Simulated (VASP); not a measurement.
# Hf3F in VASP: notebook

Runs on Hf3F. Level: LDA. Tasks: single point.

Program: VASP 6.6.1. These are calculated values, not measurements. Logs are shortened: lines on timing, memory, paths and dates and some standing lists are left out, and cuts for length are marked.

### Step 1. The cell of the first run

The cell holds a slab with vacuum, 4 atoms: a = 3.083 Å, b = 3.083 Å, c = 21.093 Å, α = 90.00°, β = 90.00°, γ = 90.00°.

### Step 2. Single point, LDA

Input file INCAR:

```
SYSTEM = Hf3F
PREC = Accurate
ENCUT = 520
EDIFF = 1E-6
ISMEAR = 0
SIGMA = 0.1
LREAL = .FALSE.
LASPH = .TRUE.
NELM = 80
ALGO = Normal
ISIF = 2
LWAVE = .FALSE.
LCHARG = .TRUE.
LDIPOL = .TRUE.
IDIPOL = 3
DIPOL = 0.5 0.5 0.340
LELF = .TRUE.
LVHAR = .TRUE.
LVACPOTAV = .TRUE.
NBANDS = 26
```

Input file KPOINTS:

```
regular mesh
0
G
  9 9 1
  0 0 0
```

Input file POSCAR:

```
Hf3F
1.0
    3.0829071749      0.0000000000      0.0000000000
    0.0000000000      3.0829071749      0.0000000000
    0.0000000000      0.0000000000     21.0927836031
Hf F
3 1
Direct
    0.5000000000      0.5000000000      0.1896383178
    0.0000000000      0.0000000000      0.2867330108
    0.5000000000      0.5000000000      0.3836754672
    0.7500000000      0.7500000000      0.5007771284
```

Potentials or basis: VASP PAW LDA potentials, release 64 (Hf_pv, F).

Command:

```sh
$ cat potpaw_LDA.64/Hf_pv/POTCAR potpaw_LDA.64/F/POTCAR > POTCAR
$ mpirun -np 1 vasp_std > vasp.out
```

OUTCAR:

```text
SYSTEM = Hf3F
   PREC = Accurate
   ENCUT = 520
   EDIFF = 1E-6
   ISMEAR = 0
   LREAL = .FALSE.
   LASPH = .TRUE.
   NELM = 80
   ISIF = 2

 ion  position               nearest neighbor table
   1  0.500  0.500  0.190-   2 2.99   2 2.99   2 2.99   2 2.99
   2  0.000  0.000  0.287-   3 2.99   3 2.99   3 2.99   3 2.99   1 2.99   1 2.99   1 2.99   1 2.99

   3  0.500  0.500  0.384-   4 2.70   2 2.99   2 2.99   2 2.99   2 2.99
   4  0.750  0.750  0.501-   3 2.70

  LATTYP: Found a simple tetragonal cell.
 ALAT       =     3.0829071749
 C/A-ratio  =     6.8418484263

  Lattice vectors:

 A1 = (   3.0829071749,   0.0000000000,   0.0000000000)
 A2 = (   0.0000000000,   3.0829071749,   0.0000000000)
 A3 = (   0.0000000000,   0.0000000000,  21.0927836031)

Analysis of symmetry for initial positions (statically):
=====================================================================
 Subroutine PRICEL returns:
 Original cell was already a primitive cell.

 Routine SETGRP: Setting up the symmetry group for a
 simple tetragonal supercell.

 Subroutine GETGRP returns: Found  2 space group operations
 (whereof  2 operations were pure point group operations)
 out of a pool of 16 trial point group operations.

The static configuration has the point symmetry C_1h.

Analysis of symmetry for dynamics (positions and initial velocities):
=====================================================================
 Subroutine PRICEL returns:
 Original cell was already a primitive cell.

 Routine SETGRP: Setting up the symmetry group for a
 simple tetragonal supercell.

 Subroutine GETGRP returns: Found  2 space group operations
 (whereof  2 operations were pure point group operations)
 out of a pool of 16 trial point group operations.

The dynamic configuration has the point symmetry C_1h.

 Subroutine INISYM returns: Found  2 space group operations
 (whereof  2 operations are pure point group operations),
 and found     1 'primitive' translations

----------------------------------------------------------------------------------------

                                     Primitive cell

  volume of cell :     200.4725

  direct lattice vectors                    reciprocal lattice vectors
     3.082907175  0.000000000  0.000000000     0.324369157  0.000000000  0.000000000
     0.000000000  3.082907175  0.000000000     0.000000000  0.324369157  0.000000000
     0.000000000  0.000000000 21.092783603     0.000000000  0.000000000  0.047409579

  length of vectors
     3.082907175  3.082907175 21.092783603     0.324369157  0.324369157  0.047409579

  position of ions in fractional coordinates (direct lattice)
     0.500000000  0.500000000  0.189638318
     0.000000000  0.000000000  0.286733011
     0.500000000  0.500000000  0.383675467
     0.750000000  0.750000000  0.500777128

  ion indices of the primitive-cell ions
   primitive index   ion index
                 1           1
                 2           2
                 3           3
                 4           4

----------------------------------------------------------------------------------------

 KPOINTS: regular mesh

Automatic generation of k-mesh.
 Grid dimensions read from file:
 generate k-points for:    9    9    1

 Generating k-lattice:

  Cartesian coordinates                     Fractional coordinates (reciprocal lattice)
     0.036041017  0.000000000  0.000000000     0.111111111  0.000000000  0.000000000
     0.000000000  0.036041017  0.000000000     0.000000000  0.111111111  0.000000000
     0.000000000  0.000000000  0.047409579     0.000000000  0.000000000  1.000000000

  Length of vectors
     0.036041017  0.036041017  0.047409579

  Shift w.r.t. Gamma in fractional coordinates (k-lattice)
     0.000000000  0.000000000  0.000000000

 Subroutine IBZKPT returns following result:
 ===========================================

 Found     25 irreducible k-points:

 Following reciprocal coordinates:
            Coordinates               Weight
  0.000000  0.000000  0.000000      1.000000
  0.111111  0.000000  0.000000      4.000000
  0.222222  0.000000  0.000000      4.000000
  0.333333  0.000000  0.000000      4.000000
  0.444444  0.000000  0.000000      4.000000
  0.111111  0.111111  0.000000      2.000000
[... 16 lines left out ...]
 -0.333333  0.444444  0.000000      4.000000
  0.444444  0.444444  0.000000      2.000000
   k-points           NKPTS =     25   k-points in BZ     NKDIM =     25   number of bands    NBANDS=     26
   number of dos      NEDOS =    301   number of ions     NIONS =      4
   total plane-waves  NPLWV =  92160
   dimension x,y,z NGX =    24 NGY =   24 NGZ =  160
   dimension x,y,z NGXF=    48 NGYF=   48 NGZF=  320
   ions per type =               3   1
   NGX,Y,Z   is equivalent  to a cutoff of  12.94, 12.94, 12.61 a.u.
   NGXF,Y,Z  is equivalent  to a cutoff of  25.88, 25.88, 25.22 a.u.
 SYSTEM =  Hf3F
   PREC   = accura    normal or accurate (medium, high low for compatibility)
   ISTART =      0    job   : 0-new  1-cont  2-samecut
   ICHARG =      2    charge: 1-file 2-atom 10-const
   ISPIN  =      1    spin polarized calculation?
   LNONCOLLINEAR =      F non collinear calculations
   LSORBIT =      F    spin-orbit coupling
   LASPH  =      T    aspherical Exc in radial PAW
   ENCUT  =  520.0 eV  38.22 Ry    6.18 a.u.   5.73  5.73 39.22*2*pi/ulx,y,z
   NELM   =     80;   NELMIN=  2; NELMDL= -5     # of ELM steps
   EDIFF  = 0.1E-05   stopping-criterion for ELM
   LREAL  =      F    real-space projection
   EDIFFG = 0.1E-04   stopping-criterion for IOM
   NSW    =      0    number of steps for IOM
   IBRION =     -1    ionic relax: 0-MD 1-quasi-New 2-CG
   NFREE  =      0    steps in history (QN), initial steepest desc. (CG)
   ISIF   =      2    stress and relaxation
   ISYM   =      2    0-nonsym 1-usesym 2-fastsym
   POTIM  = 0.5000    time-step for ionic-motion
   TEBEG  =    0.0;   TEEND  =   0.0 temperature during run
   PSTRESS=    0.0 pullay stress
   NELECT =      37.0000    total number of electrons
   NUPDOWN=      -1.0000    fix difference up-down
   EMIN   =  10.00;   EMAX   =-10.00  energy-range for DOS
   EFERMI =   0.00;   METHOD = LEGACY
   ISMEAR =     0;   SIGMA  =   0.10  broadening in eV -4-tet -1-fermi 0-gaus
   EFERMI_NEDOS =   21; number of points for ismear=-14 and -15
   IALGO  =     38    algorithm
   IMIX   =      4    mixing-type and parameters
     AMIX     =   0.40;   BMIX     =  1.00
     AMIX_MAG =   1.60;   BMIX_MAG =  1.00
  volume/ion in A,a.u.               =      50.12       338.21
  Fermi-wavevector in a.u.,A,eV,Ry     =   0.932088  1.761392 11.820591  0.868789
  Thomas-Fermi vector in A             =   2.058650
   LORBIT       =      0    0 simple, 1 ext, 2 COOP (PROOUT), +10 PAW based schemes
   GGA     = CA    functional components
   LHFCALC =     F    Hartree Fock is set to
   AEXX    =    0.0000 exact exchange contribution
   IVDW    =     0    specifies the selected vdW correction
   LEPSILON=     F    determine dielectric tensor
   LRPA    =     F    only Hartree local field effects (RPA)
 non-spin polarized calculation
 Gauss-broadening in eV      SIGMA  =   0.10
  energy-cutoff  :      520.00
  volume of cell :      200.47
 maximum number of plane-waves:      5418
   NGX = 11   NGY = 11   NGZ = 79

 dipolmoment           0.000000      0.000000     -0.031287 electrons x Angstroem

 number of electron      37.0000014 magnetization

 dipolmoment           0.000000      0.000000      0.349584 electrons x Angstroem

 Free energy of the ion-electron system (eV)
  ---------------------------------------------------
  ext. energy  EPLUGINS =         0.00000000
  ---------------------------------------------------
  free energy    TOTEN  =       -33.84242118 eV

  energy without entropy =      -33.80709924  energy(sigma->0) =      -33.82476021

 E-fermi :  -3.3326     XC(G=0):  -5.1800

 val. band max:       -3.3340616993   @ k =   0.3333   0.0000   0.0000
 cond. band min:      -3.3318066506   @ k =   0.3333   0.3333   0.0000
 fundamental gap:      0.0022550487
 Fermi energy:        -3.3326463023

 k-point     1 :       0.0000    0.0000    0.0000
  band No.  band energies     occupation
      1     -34.1392      2.00000
      2     -33.9743      2.00000
      3     -33.7044      2.00000
      4     -33.6951      2.00000
      5     -33.5053      2.00000
      6     -33.5043      2.00000
[... 18 lines left out ...]
     25       0.0225      0.00000
     26       0.5301      0.00000

 k-point     2 :       0.1111    0.0000    0.0000
  band No.  band energies     occupation
      1     -34.1236      2.00000
      2     -33.9849      2.00000
      3     -33.7668      2.00000
      4     -33.6911      2.00000
      5     -33.5825      2.00000
      6     -33.4967      2.00000
[... 18 lines left out ...]
     25      -0.3068      0.00000
     26       0.8278      0.00000

 k-point     3 :       0.2222    0.0000    0.0000
  band No.  band energies     occupation
      1     -34.0993      2.00000
      2     -34.0278      2.00000
      3     -33.9095      2.00000
      4     -33.7587      2.00000
      5     -33.6696      2.00000
      6     -33.4757      2.00000
[... 18 lines left out ...]
     25      -0.8680      0.00000
     26       0.4423      0.00000

 k-point     4 :       0.3333    0.0000    0.0000
  band No.  band energies     occupation
      1     -34.1840      2.00000
      2     -34.0995      2.00000
      3     -33.9700      2.00000
      4     -33.9154      2.00000
      5     -33.6457      2.00000
      6     -33.4508      2.00000
[... 18 lines left out ...]
     25      -0.7888      0.00000
     26      -0.2697      0.00000
[... 496 lines left out ...]
      1     -34.2160      2.00000
      2     -34.1122      2.00000
      3     -34.0335      2.00000
      4     -33.9487      2.00000
      5     -33.8794      2.00000
      6     -33.8311      2.00000
[... 18 lines left out ...]
     25       0.3963      0.00000
     26       1.3241      0.00000

 k-point    23 :      -0.3333    0.4444    0.0000
  band No.  band energies     occupation
      1     -34.2161      2.00000
      2     -34.1120      2.00000
      3     -34.0334      2.00000
      4     -33.9492      2.00000
      5     -33.8791      2.00000
      6     -33.8310      2.00000
[... 18 lines left out ...]
     25       0.3935      0.00000
     26       1.3697      0.00000

 k-point    24 :       0.4444    0.4444    0.0000
  band No.  band energies     occupation
      1     -34.2117      2.00000
      2     -34.2106      2.00000
      3     -34.0142      2.00000
      4     -34.0040      2.00000
      5     -33.8981      2.00000
      6     -33.8183      2.00000
[... 18 lines left out ...]
     25       1.0491      0.00000
     26       1.7747      0.00000

 [... further k-points ...]
[... 5 lines left out ...]
  --------------------------------------------------------------------------------------
  -------------------------------------------------------------------------------------
  Total       -1.3358757     -1.3358757     -8.3867814     -0.1876624     -1.1174514     -1.1174515
  in kB      -10.6763259    -10.6763259    -67.0272054     -1.4997987     -8.9306781     -8.9306786
  external PRESSURE =     -29.4599524 kB  Pullay stress =       0.0000000 kB

 VOLUME and BASIS-vectors are now :
 -----------------------------------------------------------------------------
  energy-cutoff  :      520.00
  volume of cell :      200.47
      direct lattice vectors                 reciprocal lattice vectors
     3.082907175  0.000000000  0.000000000     0.324369157  0.000000000  0.000000000
     0.000000000  3.082907175  0.000000000     0.000000000  0.324369157  0.000000000
     0.000000000  0.000000000 21.092783603     0.000000000  0.000000000  0.047409579

 POSITION                                       TOTAL-FORCE (eV/Angst)
 -----------------------------------------------------------------------------------
      1.54145      1.54145      4.00000         0.011826      0.011826      0.049499
      0.00000      0.00000      6.04800        -0.029959     -0.029959     -0.569815
      1.54145      1.54145      8.09278         0.475760      0.475760      4.302427
      2.31218      2.31218     10.56278        -0.457627     -0.457627     -3.782111
 -----------------------------------------------------------------------------------
    total drift:                                0.000294      0.000294      0.001312

  FREE ENERGIE OF THE ION-ELECTRON SYSTEM (eV)
  ---------------------------------------------------
  free  energy   TOTEN  =       -33.8424211808 eV

  energy  without entropy=      -33.8070992371  energy(sigma->0) =      -33.82476021

 vacuum level on the upper side and lower side of the slab         7.508         0.849
```

Wall time 8.4 min (1 thread of Intel Xeon Platinum 8488C (Sapphire Rapids), shared host); peak memory 0.3 GiB.

Results:

| Property | Result |
| --- | --- |
| Free energy | -33.8424 eV |
| Largest force | 4.355 eV/Å |
| Band gap on the k mesh | zero (an odd number of electrons rules out a gap without spin polarisation) |

Forces on the atoms (eV/Å):
```
Hf   0.012  0.012  0.049
Hf  -0.030 -0.030 -0.570
Hf   0.476  0.476  4.302
F   -0.458 -0.458 -3.782
```

Caveat: spin-orbit coupling is left out, which moves the levels of the heavy elements.

### Step 3. Single point, LDA

Input file INCAR:

```
  PREC = Accurate
  ENCUT = 520
  EDIFF = 1E-6
  ISMEAR = 0
  SIGMA = 0.1
  LREAL = False
  LASPH = True
  NELM = 100
  ALGO = Normal
  ISIF = 2
  LWAVE = False
  LCHARG = False
  LDIPOL = True
  IDIPOL = 3
  DIPOL = 0.5 0.5 0.340
  NBANDS = 26
```

Input file KPOINTS:

```
Automatic mesh
0
Gamma
  9 9 1
```

POSCAR, as its differences from that of step 2:

```diff
@@ -11,2 +11,2 @@
     0.5000000000      0.5000000000      0.3836754672
-    0.7500000000      0.7500000000      0.5007771284
+    0.6250000000      0.6250000000      0.5007771284
```

Potentials or basis: VASP PAW LDA potentials, release 64 (Hf_pv, F).

Command:

```sh
$ cat potpaw_LDA.64/Hf_pv/POTCAR potpaw_LDA.64/F/POTCAR > POTCAR
$ mpirun -np 1 vasp_std > vasp.out
```

It took 11 min on 1 thread of Intel Xeon Platinum 8488C (Sapphire Rapids), shared host; peak memory 0.3 GiB.

Results (log left out):

| Item | Value |
| --- | --- |
| Free energy | -34.1633 eV |
| Largest force | 4.993 eV/Å |
| Band gap on the k mesh | zero (an odd number of electrons rules out a gap without spin polarisation) |

Forces on the atoms (eV/Å):
```
Hf   0.014  0.014  0.040
Hf  -0.040 -0.040 -0.598
Hf   0.355  0.355  4.968
F   -0.329 -0.329 -4.410
```

Levels at points of the mesh, in eV from the Fermi level:
| k point | band 15 | band 16 | band 17 | band 18 | band 19 | band 20 | band 21 | band 22 |
| --- | --- | --- | --- | --- | --- | --- | --- | --- |
| (0.00, 0.00, 0.00) | -1.55 | -1.01 | -0.19 | -0.18 | 0.00 | 0.99 | 1.78 | 1.78 |

Caveat: spin-orbit coupling is left out, which moves the levels of the heavy elements.

(Continued in part 2 of 2.)

The gap in the log of VASP goes by the Fermi energy; the results here count the filled bands.